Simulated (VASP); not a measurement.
Write the native input for VASP 6.6.1 that does the following.

| Item | Value |
| --- | --- |
| Task | single point |
| Functional | LDA |
| Potentials or basis | VASP PAW LDA potentials, release 64 (W_sv) |
| Cutoff | 520 eV |
| k mesh | 19 × 19 × 19 |
| Occupations | fermi-dirac, width 0.1 eV |
| Spin | no spin polarisation |
| Dipole correction | no |
| Further INCAR settings | ALGO = Normal; EDIFF = 1e-06; NBANDS = 13 |

The structure of W lies in POSCAR:

```
W
1.0
   -1.3507764211      1.3507764211      1.3507764211
    1.3507764211     -1.3507764211      1.3507764211
    1.3507764211      1.3507764211     -1.3507764211
W
1
Direct
    0.0000000000      0.0000000000      0.0000000000
```

This cell differs from its parent crystal: volume scaled by 0.64.

These files were run (other wordings do the same):

INCAR

```
ALGO = Normal ; EDIFF = 1E-6
ENCUT = 520 ; GGA = CA
ISIF = 2 ; ISMEAR = -1
LASPH = T ; LCHARG = F
LREAL = F ; LWAVE = F
NBANDS = 13 ; NELM = 80
PREC = Accurate ; SIGMA = 0.1
```

KPOINTS

```
k-points
0
Gamma
  19 19 19
```

Potentials or basis: VASP PAW LDA potentials, release 64 (W_sv).

Command:

```sh
$ cat potpaw_LDA.64/W_sv/POTCAR > POTCAR
$ mpirun -np 1 vasp_std > vasp.out
```

It gave:

```yaml
Pressure: 382.5 GPa
Band_gap_on_the_k_mesh: zero (band 7 reaches 28.52 eV, above the bottom of band 8 at 17.16 eV)
```

Caveat: spin-orbit coupling is left out, which moves the levels of the heavy elements.

Run time: 12 s on 1 thread of Intel(R) Xeon(R) Platinum 8488C (Sapphire Rapids), on a shared host, peak memory 0.14 GiB.
